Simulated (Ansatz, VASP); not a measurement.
# Bi2Se3 in VASP and in Ansatz

Contents of INCAR:

```
  PREC = Accurate
  ENCUT = 520
  EDIFF = 1E-6
  ISMEAR = 0
  SIGMA = 0.05
  LREAL = False
  LASPH = True
  NELM = 150
  ALGO = Normal
  ISIF = 2
  LWAVE = False
  LCHARG = False
  LNONCOLLINEAR = True
  MAGMOM = 0 0 0 0 0 0 0 0 0 0 0 0 0 0 0
  LORBIT = 11
  LSORBIT = True
  GGA_COMPAT = False
  LORBMOM = True
  GGA = PE
  NBANDS = 63
```

KPOINTS

```
Automatic mesh
0
Gamma
  6 6 6
```

POSCAR

```
Bi2Se3
1.0
    2.0807408732      1.2013163033      9.4607413423
   -2.0807408732      1.2013163033      9.4607413423
    0.0000000000     -2.4026326065      9.4607413423
Bi Se
2 3
Direct
    0.4010046516      0.4010046516      0.4010046516
    0.5989953484      0.5989953484      0.5989953484
    0.0000000000      0.0000000000      0.0000000000
    0.2104979480      0.2104979480      0.2104979480
    0.7895020520      0.7895020520      0.7895020520
```

Input for Ansatz:

```yaml
crystal:
  lattice:
    - [2.0807408732, 1.2013163033, 9.4607413423]
    - [-2.0807408732, 1.2013163033, 9.4607413423]
    - [0.0, -2.4026326065, 9.4607413423]
  atoms:
    - { symbol: Bi, position: [0.4010046516, 0.4010046516, 0.4010046516] }
    - { symbol: Bi, position: [0.5989953484, 0.5989953484, 0.5989953484] }
    - { symbol: Se, position: [0.0, 0.0, 0.0] }
    - { symbol: Se, position: [0.210497948, 0.210497948, 0.210497948] }
    - { symbol: Se, position: [0.789502052, 0.789502052, 0.789502052] }
basis:
  ecutwfc: 420
  ecutrho_ratio: 4
kpoints:
  mp_grid: { grid: [6, 6, 6] }
hamiltonian:
  xc: pbe
scf:
  occupations: { method: gaussian, width: 0.05 }
output:
  forces: true
  stress: true
  eigenvalues: true
  populations: true
  topological_invariants: true
magnetization:
  noncollinear: true
  spin_orbit: true
```

Alike in both runs: task single point; functional PBE; k mesh 6 × 6 × 6; occupations gaussian, width 0.05 eV; non-collinear spin, spin-orbit coupling.

|  | VASP | Ansatz |
| --- | --- | --- |
| version | VASP 6.6.1 | Ansatz 0.2.0 |
| potentials or method | VASP PAW PBE potentials, release 64 (Bi_d, Se), cutoff 520 eV | plane waves, PAW |
| valence electrons in the cell | 48 | 78 |

```csv
,VASP,Ansatz,Ansatz less VASP
pressure (GPa),2.3,2.4,+0.03
"traceless stress, the component that is largest in VASP (GPa)",0.12,0.11,-0.010
rms of the force components (eV/Å),0.062,0.069,+0.0073
```

Atom by atom the forces differ by 0.008 eV/Å (rms over components). VASP's potentials hold 48 valence electrons a cell and Ansatz's 78, so a difference there can come from the potentials and not from the codes.
